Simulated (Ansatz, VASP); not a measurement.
## One calculation of Os, two programs

INCAR

```
PREC = Accurate
ENCUT = 560
EDIFF = 1E-7
ISMEAR = -1
SIGMA = 0.1
LREAL = False
LASPH = True
NELM = 120
ALGO = Normal
ISIF = 3
LWAVE = False
LCHARG = False
GGA = B5
ALDAX = 1.0
AGGAX = 1.0
AGGAC = 1.0
ALDAC = 0.0
IBRION = 2
NSW = 80
EDIFFG = -0.01
GGA_COMPAT = False
NELMIN = 4
```

KPOINTS

```
Automatic mesh
0
Gamma
  13 13 13
```

Contents of POSCAR:

```
Os
1.0
    2.4722656457      0.0000000000      0.0000000000
    0.0000000000      2.4722656457      0.0000000000
    0.0000000000      0.0000000000      2.4722656457
Os
1
Direct
    0.0000000000      0.0000000000      0.0000000000
```

Input for Ansatz:

```yaml
crystal:
  lattice:
    - [2.4722656457, 0.0, 0.0]
    - [0.0, 2.4722656457, 0.0]
    - [0.0, 0.0, 2.4722656457]
  atoms:
    - { symbol: Os, position: [0.0, 0.0, 0.0] }
hamiltonian:
  xc: blyp
  pseudopotentials:
    kind: paw
    azcp:
      Os: "pseudopotentials/Os.paw.azcp"
basis:
  ecutwfc: 420
  fft_grid_basis: typed
kpoints:
  mp_grid: { grid: [13, 13, 13], shift: [0, 0, 0] }
magnetization:
  spin_polarized: false
scf:
  occupations: { method: fermi_dirac, width: 0.1 }
relax:
  max_steps: 60
  f_tol: 0.01
  cell: {}
```

Alike in both runs: task relaxation of cell and atoms; functional BLYP; k mesh 13 × 13 × 13; occupations fermi-dirac, width 0.1 eV; no spin polarisation.

```csv
,VASP,Ansatz
version,VASP 6.6.1,Ansatz 0.2.0
potentials or method,"VASP PAW PBE potentials, release 64 (Os_sv_GW), cutoff 560 eV","plane waves (420 eV) with PAW, scalar-relativistic"
valence electrons in the cell,16,16
```

|  | VASP | Ansatz | Ansatz less VASP |
| --- | --- | --- | --- |
| relaxed volume (Å³/atom) | 17.45 | 17.53 | +0.074 |
| relaxed length of the cell vector where the two differ most in proportion (Å) | 2.594 | 2.598 | +0.0037 |

VASP's potentials were made for PBE, not for BLYP.

Spin-orbit coupling is off throughout. Noted on VASP's run: the volume moved by over 15 % at a fixed basis, so the end points are rough.
